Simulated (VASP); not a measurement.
Wanted: the native input for a VASP 6.6.1 run.

```yaml
Task: relaxation of cell and atoms
Functional: r2SCAN
Potentials_or_basis: VASP PAW PBE potentials, release 64 (Pt)
Cutoff: 550 eV
k_mesh: 15 × 15 × 15
Occupations: methfessel-paxton, width 0.05 eV
Spin: no spin polarisation
Target_pressure: 20 GPa
Dipole_correction: no
Further_INCAR_settings: ALGO = Normal; EDIFF = 1e-07; IBRION = 2; EDIFFG = -0.01; NSW = 80; ISIF = 3
```

Crystal: Pt.

```
CELL_PARAMETERS angstrom
-1.58422 1.58422 1.58422
1.58422 -1.58422 1.58422
1.58422 1.58422 -1.58422
ATOMIC_POSITIONS crystal
Pt 0.00000 0.00000 0.00000
```

This isn't the form of Pt at room conditions, which is fcc.

The input as run:

POSCAR

```
Pt
1.0
   -1.5842200000      1.5842200000      1.5842200000
    1.5842200000     -1.5842200000      1.5842200000
    1.5842200000      1.5842200000     -1.5842200000
Pt
1
Direct
    0.0000000000      0.0000000000      0.0000000000
```

INCAR.step1

```
SYSTEM = Pt
  PREC = Accurate
  ENCUT = 550
  ISMEAR = 1
  SIGMA = 0.05
  LREAL = .False.
  LASPH = .True.
  NELM = 120
  GGA = PE
  ALGO = Normal
  EDIFF = 1E-5
  LWAVE = .True.
  LCHARG = .False.
  GGA_COMPAT = .False.
  IBRION = 2
  ISIF = 3
  EDIFFG = -0.005
  NELMIN = 4
  NSW = 100
```

INCAR.step2

```
SYSTEM = Pt
  PREC = Accurate
  ENCUT = 550
  EDIFF = 1E-7
  ISMEAR = 1
  SIGMA = 0.05
  LREAL = .False.
  LASPH = .True.
  NELM = 120
  ALGO = Normal
  ISIF = 3
  LWAVE = .False.
  LCHARG = .False.
  METAGGA = R2SCAN
  LMIXTAU = .True.
  IBRION = 2
  NSW = 80
  EDIFFG = -0.01
  PSTRESS = 200.0
  ISTART = 1
  GGA_COMPAT = .False.
  NELMIN = 4
```

KPOINTS

```
regular mesh
0
Gamma
  15 15 15
  0 0 0
```

Potentials or basis: VASP PAW PBE potentials, release 64 (Pt).

Launch:

```sh
$ cat potpaw_PBE.64/Pt/POTCAR > POTCAR
$ cp INCAR.step1 INCAR
$ mpirun -np 1 vasp_std > vasp.out
$ cp INCAR.step2 INCAR
$ mpirun -np 1 vasp_std > vasp.out
```

Results of the run:

- Relaxed volume: 14.53 Å³/atom
- Relaxed cell: a = 2.663 Å, b = 2.663 Å, c = 2.663 Å, α = 109.47°, β = 109.47°, γ = 109.47°
- Space group after relaxing (to 0.1 Å): Im-3m (No. 229)
- Energy change on relaxing (the run minimises the enthalpy): +49.1 meV/atom
- Ionic steps: 5
- Pressure after relaxing: 20.0 GPa
- Band gap on the k mesh: zero (bands 5 and 6 overlap by 2.60 eV)

Caveat: the cell is relaxed towards a set pressure, so the run minimises the enthalpy, not the energy; the PAW data sets were made with another functional, which shifts forces and pressure a little; spin-orbit coupling is left out, which moves the levels of the heavy elements.

Run time: 4.3 min on 1 thread of Intel(R) Xeon(R) Platinum 8259CL CPU @ 2.50GHz (Skylake/Cascade Lake) (shared host), peak memory 0.17 GiB.
